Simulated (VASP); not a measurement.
# Al (Pnnm) in VASP: notebook

Al is run at these levels: PBE; tasks: single point, relaxation of cell and atoms.

Everything below comes from runs of VASP 6.6.1. Logs are shortened: lines on timing, memory, paths and dates and some standing lists are left out, and cuts for length are marked.

## Step 1: The cell of the first run

Symmetry: Pnnm, No. 58, orthorhombic system. Conventional cell: a = 4.374 Å, b = 6.064 Å, c = 6.019 Å, α = 90.00°, β = 90.00°, γ = 90.00°. Within 3.3 Å of Al (site symmetry 2) lie 5 Al at 2.49 Å. Within 3.3 Å of Al (site symmetry m) lie 5 Al at 2.49 Å.

The cell was generated, and may not be a known phase.

## Step 2: Single point, PBE

INCAR reads:

```
PREC = Accurate
ENCUT = 520
EDIFF = 1E-7
ISMEAR = 0
SIGMA = 0.1
LREAL = False
LASPH = True
NELM = 80
ALGO = Normal
ISIF = 2
LWAVE = False
LCHARG = False
GGA = PE
NBANDS = 22
```

KPOINTS reads:

```
Automatic mesh
0
Gamma
  4 4 4
```

POSCAR reads:

```
Al
1.0
    4.3742892600      0.0000000000      0.0000000000
    0.0000000000      6.0640297900      0.0000000000
    0.0000000000      0.0000000000      6.0189748300
Al
8
Direct
    0.0000000000      0.0000000000      0.7069650600
    0.5000000000      0.5000000000      0.7930349400
    0.0000000000      0.0000000000      0.2930349400
    0.5000000000      0.5000000000      0.2069650600
    0.6685199300      0.8344007600      0.0000000000
    0.3314800700      0.1655992400      0.0000000000
    0.1685199300      0.6655992400      0.5000000000
    0.8314800700      0.3344007600      0.5000000000
```

Potentials or basis: VASP PAW PBE potentials, release 64 (Al).

Started as:

```
$ cat potpaw_PBE.64/Al/POTCAR > POTCAR
$ mpirun -np 1 vasp_std > vasp.out
```

OUTCAR:

```text
PREC = Accurate
   ENCUT = 520
   EDIFF = 1E-7
   ISMEAR = 0
   LREAL = False
   LASPH = True
   NELM = 80
   ISIF = 2
   GGA = PE

 ion  position               nearest neighbor table
   1  0.000  0.000  0.707-   7 2.49   8 2.49   3 2.49   5 2.49   6 2.49
   2  0.500  0.500  0.793-   5 2.49   6 2.49   4 2.49   7 2.49   8 2.49
   3  0.000  0.000  0.293-   7 2.49   8 2.49   1 2.49   5 2.49   6 2.49
   4  0.500  0.500  0.207-   5 2.49   6 2.49   2 2.49   7 2.49   8 2.49
   5  0.669  0.834  0.000-   2 2.49   4 2.49   6 2.49   1 2.49   3 2.49
   6  0.331  0.166  0.000-   2 2.49   4 2.49   5 2.49   1 2.49   3 2.49
   7  0.169  0.666  0.500-   1 2.49   3 2.49   8 2.49   4 2.49   2 2.49
   8  0.831  0.334  0.500-   1 2.49   3 2.49   7 2.49   4 2.49   2 2.49

  LATTYP: Found a simple orthorhombic cell.
 ALAT       =     4.3742892600
 B/A-ratio  =     1.3759892116
 C/A-ratio  =     1.3862891614

  Lattice vectors:

 A1 = (  -4.3742892600,   0.0000000000,   0.0000000000)
 A2 = (   0.0000000000,   0.0000000000,   6.0189748300)
 A3 = (   0.0000000000,   6.0640297900,   0.0000000000)

Analysis of symmetry for initial positions (statically):
=====================================================================
 Subroutine PRICEL returns:
 Original cell was already a primitive cell.

 Routine SETGRP: Setting up the symmetry group for a
 simple orthorhombic supercell.

 Subroutine GETGRP returns: Found  8 space group operations
 (whereof  4 operations were pure point group operations)
 out of a pool of  8 trial point group operations.

The static configuration has the point symmetry C_2h.
 The point group associated with its full space group is D_2h.

Analysis of symmetry for dynamics (positions and initial velocities):
=====================================================================
 Subroutine PRICEL returns:
 Original cell was already a primitive cell.

 Routine SETGRP: Setting up the symmetry group for a
 simple orthorhombic supercell.

 Subroutine GETGRP returns: Found  8 space group operations
 (whereof  4 operations were pure point group operations)
 out of a pool of  8 trial point group operations.

The dynamic configuration has the point symmetry C_2h.
 The point group associated with its full space group is D_2h.

 Subroutine INISYM returns: Found  8 space group operations
 (whereof  4 operations are pure point group operations),
 and found     1 'primitive' translations

----------------------------------------------------------------------------------------

                                     Primitive cell

  volume of cell :     159.6582

  direct lattice vectors                    reciprocal lattice vectors
     4.374289260  0.000000000  0.000000000     0.228608567  0.000000000  0.000000000
     0.000000000  6.064029790  0.000000000     0.000000000  0.164906842  0.000000000
     0.000000000  0.000000000  6.018974830     0.000000000  0.000000000  0.166141250

  length of vectors
     4.374289260  6.064029790  6.018974830     0.228608567  0.164906842  0.166141250

  position of ions in fractional coordinates (direct lattice)
     0.000000000  0.000000000  0.706965060
     0.500000000  0.500000000  0.793034940
     0.000000000  0.000000000  0.293034940
     0.500000000  0.500000000  0.206965060
     0.668519930  0.834400760  0.000000000
     0.331480070  0.165599240  0.000000000
     0.168519930  0.665599240  0.500000000
     0.831480070  0.334400760  0.500000000

  ion indices of the primitive-cell ions
   primitive index   ion index
                 1           1
                 2           2
                 3           3
                 4           4
                 5           5
                 6           6
                 7           7
                 8           8

----------------------------------------------------------------------------------------

 KPOINTS: Automatic mesh

Automatic generation of k-mesh.
 Grid dimensions read from file:
 generate k-points for:    4    4    4

 Generating k-lattice:

  Cartesian coordinates                     Fractional coordinates (reciprocal lattice)
     0.057152142  0.000000000  0.000000000     0.250000000  0.000000000  0.000000000
     0.000000000  0.041226710  0.000000000     0.000000000  0.250000000  0.000000000
     0.000000000  0.000000000  0.041535312     0.000000000  0.000000000  0.250000000

  Length of vectors
     0.057152142  0.041226710  0.041535312

  Shift w.r.t. Gamma in fractional coordinates (k-lattice)
     0.000000000  0.000000000  0.000000000

 Subroutine IBZKPT returns following result:
 ===========================================

 Found     27 irreducible k-points:

 Following reciprocal coordinates:
            Coordinates               Weight
  0.000000  0.000000  0.000000      1.000000
  0.250000  0.000000  0.000000      2.000000
  0.500000  0.000000  0.000000      1.000000
  0.000000  0.250000  0.000000      2.000000
  0.250000  0.250000  0.000000      4.000000
  0.500000  0.250000  0.000000      2.000000
[... 16 lines left out ...]
  0.250000  0.250000  0.500000      4.000000
  0.500000  0.250000  0.500000      2.000000
 [... further k-points ...]
   k-points           NKPTS =     27   k-points in BZ     NKDIM =     27   number of bands    NBANDS=     22
   number of dos      NEDOS =    301   number of ions     NIONS =      8
   total plane-waves  NPLWV =  82944
   dimension x,y,z NGX =    36 NGY =   48 NGZ =   48
   dimension x,y,z NGXF=    72 NGYF=   96 NGZF=   96
   ions per type =               8
   NGX,Y,Z   is equivalent  to a cutoff of  13.68, 13.16, 13.26 a.u.
   NGXF,Y,Z  is equivalent  to a cutoff of  27.36, 26.32, 26.52 a.u.
 SYSTEM =  unknown system
   PREC   = accura    normal or accurate (medium, high low for compatibility)
   ISTART =      0    job   : 0-new  1-cont  2-samecut
   ICHARG =      2    charge: 1-file 2-atom 10-const
   ISPIN  =      1    spin polarized calculation?
   LNONCOLLINEAR =      F non collinear calculations
   LSORBIT =      F    spin-orbit coupling
   LASPH  =      T    aspherical Exc in radial PAW
   ENCUT  =  520.0 eV  38.22 Ry    6.18 a.u.   8.13 11.28 11.19*2*pi/ulx,y,z
   NELM   =     80;   NELMIN=  2; NELMDL= -5     # of ELM steps
   EDIFF  = 0.1E-06   stopping-criterion for ELM
   LREAL  =      F    real-space projection
   EDIFFG = 0.1E-05   stopping-criterion for IOM
   NSW    =      0    number of steps for IOM
   IBRION =     -1    ionic relax: 0-MD 1-quasi-New 2-CG
   NFREE  =      0    steps in history (QN), initial steepest desc. (CG)
   ISIF   =      2    stress and relaxation
   ISYM   =      2    0-nonsym 1-usesym 2-fastsym
   POTIM  = 0.5000    time-step for ionic-motion
   TEBEG  =    0.0;   TEEND  =   0.0 temperature during run
   PSTRESS=    0.0 pullay stress
   NELECT =      24.0000    total number of electrons
   NUPDOWN=      -1.0000    fix difference up-down
   EMIN   =  10.00;   EMAX   =-10.00  energy-range for DOS
   EFERMI =   0.00;   METHOD = LEGACY
   ISMEAR =     0;   SIGMA  =   0.10  broadening in eV -4-tet -1-fermi 0-gaus
   EFERMI_NEDOS =   21; number of points for ismear=-14 and -15
   IALGO  =     38    algorithm
   IMIX   =      4    mixing-type and parameters
     AMIX     =   0.40;   BMIX     =  1.00
     AMIX_MAG =   1.60;   BMIX_MAG =  1.00
  volume/ion in A,a.u.               =      19.96       134.68
  Fermi-wavevector in a.u.,A,eV,Ry     =   0.870459  1.644928 10.309110  0.757698
  Thomas-Fermi vector in A             =   1.989427
   LORBIT       =      0    0 simple, 1 ext, 2 COOP (PROOUT), +10 PAW based schemes
   GGA     = PE    functional components
   LHFCALC =     F    Hartree Fock is set to
   AEXX    =    0.0000 exact exchange contribution
   IVDW    =     0    specifies the selected vdW correction
   LEPSILON=     F    determine dielectric tensor
   LRPA    =     F    only Hartree local field effects (RPA)
 non-spin polarized calculation
 Gauss-broadening in eV      SIGMA  =   0.10
  energy-cutoff  :      520.00
  volume of cell :      159.66
 maximum number of plane-waves:      4324
 NGX is ok and might be reduce to    36
   NGX = 17   NGY = 23   NGZ = 23

 number of electron      24.0000000 magnetization

 Free energy of the ion-electron system (eV)
  ---------------------------------------------------
  ext. energy  EPLUGINS =         0.00000000
  ---------------------------------------------------
  free energy    TOTEN  =       -25.02741337 eV

  energy without entropy =      -25.00675861  energy(sigma->0) =      -25.01708599

 E-fermi :   5.5015     XC(G=0):  -9.2650

 val. band max:        5.4768379727   @ k =   0.2500   0.0000   0.0000
 cond. band min:       5.5030569600   @ k =   0.0000   0.0000   0.2500
 fundamental gap:      0.0262189873
 Fermi energy:         5.5014914886

 k-point     1 :       0.0000    0.0000    0.0000
  band No.  band energies     occupation
      1      -4.2173      2.00000
      2      -0.9215      2.00000
      3      -0.7295      2.00000
      4       0.0027      2.00000
      5       0.0637      2.00000
      6       2.2644      2.00000
[... 14 lines left out ...]
     21      10.0614      0.00000
     22      10.2796      0.00000

 k-point     2 :       0.2500    0.0000    0.0000
  band No.  band energies     occupation
      1      -3.7862      2.00000
      2      -1.1235      2.00000
      3      -0.4649      2.00000
      4       0.3556      2.00000
      5       0.5069      2.00000
      6       1.4295      2.00000
[... 14 lines left out ...]
     21      10.8009      0.00000
     22      10.8034      0.00000

 k-point     3 :       0.5000    0.0000    0.0000
  band No.  band energies     occupation
      1      -2.5693      2.00000
      2      -2.5693      2.00000
      3       0.6482      2.00000
      4       0.6482      2.00000
      5       1.5126      2.00000
      6       1.5126      2.00000
[... 14 lines left out ...]
     21      12.1779      0.00000
     22      12.2096      0.00000
[... 476 lines left out ...]
 k-point    23 :       0.2500    0.2500    0.5000
  band No.  band energies     occupation
      1      -2.6387      2.00000
      2      -2.5743      2.00000
      3      -1.0134      2.00000
      4      -0.6846      2.00000
      5       0.9847      2.00000
      6       1.7887      2.00000
[... 14 lines left out ...]
     21       9.9051      0.00000
     22      10.3157      0.00000

 k-point    24 :       0.5000    0.2500    0.5000
  band No.  band energies     occupation
      1      -1.8646      2.00000
      2      -1.8646      2.00000
      3      -0.8266      2.00000
      4      -0.8266      2.00000
      5       0.3692      2.00000
      6       0.3692      2.00000
[... 14 lines left out ...]
     21      10.0462      0.00000
     22      10.0462      0.00000

 [... further k-points ...]
[... 5 lines left out ...]
  --------------------------------------------------------------------------------------
  -------------------------------------------------------------------------------------
  Total        6.4745371     17.1061756     15.4129925      0.0000000      0.0000000      0.0000000
  in kB       64.9722575    171.6612054    154.6700401      0.0000000      0.0000000      0.0000000
  external PRESSURE =     130.4345010 kB  Pullay stress =       0.0000000 kB

 VOLUME and BASIS-vectors are now :
 -----------------------------------------------------------------------------
  energy-cutoff  :      520.00
  volume of cell :      159.66
      direct lattice vectors                 reciprocal lattice vectors
     4.374289260  0.000000000  0.000000000     0.228608567  0.000000000  0.000000000
     0.000000000  6.064029790  0.000000000     0.000000000  0.164906842  0.000000000
     0.000000000  0.000000000  6.018974830     0.000000000  0.000000000  0.166141250

 POSITION                                       TOTAL-FORCE (eV/Angst)
 -----------------------------------------------------------------------------------
      0.00000      0.00000      4.25520        -0.000000      0.000000      0.455709
      2.18714      3.03201      4.77326        -0.000000      0.000000     -0.455709
      0.00000      0.00000      1.76377        -0.000000      0.000000     -0.455709
      2.18714      3.03201      1.24572        -0.000000      0.000000      0.455709
      2.92430      5.05983      0.00000        -0.146421      0.099393     -0.000000
      1.44999      1.00420      0.00000         0.146421     -0.099393     -0.000000
      0.73715      4.03621      3.00949        -0.146421     -0.099393     -0.000000
      3.63713      2.02782      3.00949         0.146421      0.099393     -0.000000
 -----------------------------------------------------------------------------------
    total drift:                               -0.000000      0.000000      0.000000

  FREE ENERGIE OF THE ION-ELECTRON SYSTEM (eV)
  ---------------------------------------------------
  free  energy   TOTEN  =       -25.0274133727 eV

  energy  without entropy=      -25.0067586118  energy(sigma->0) =      -25.01708599
```

It took 83 s on 1 thread of Intel Xeon Platinum 8488C (Sapphire Rapids), shared host; peak memory 0.28 GiB.

What came out:

- Free energy: -25.0274 eV
- Pressure: 13.0 GPa
- Largest force: 0.456 eV/Å
- Band gap on the k mesh: zero (bands 12 and 13 overlap by 1.34 eV)

Forces in eV/Å, atoms in the order of the input:
```
Al   0.000  0.000  0.456
Al   0.000  0.000 -0.456
Al   0.000  0.000 -0.456
Al   0.000  0.000  0.456
Al  -0.146  0.099  0.000
Al   0.146 -0.099  0.000
Al  -0.146 -0.099  0.000
Al   0.146  0.099  0.000
```

Caveat: the stress differs along the axes, from 6 to 17 GPa.

(Continued in part 2 of 2.)

The gap in the log of VASP goes by the Fermi energy; the results here count the filled bands.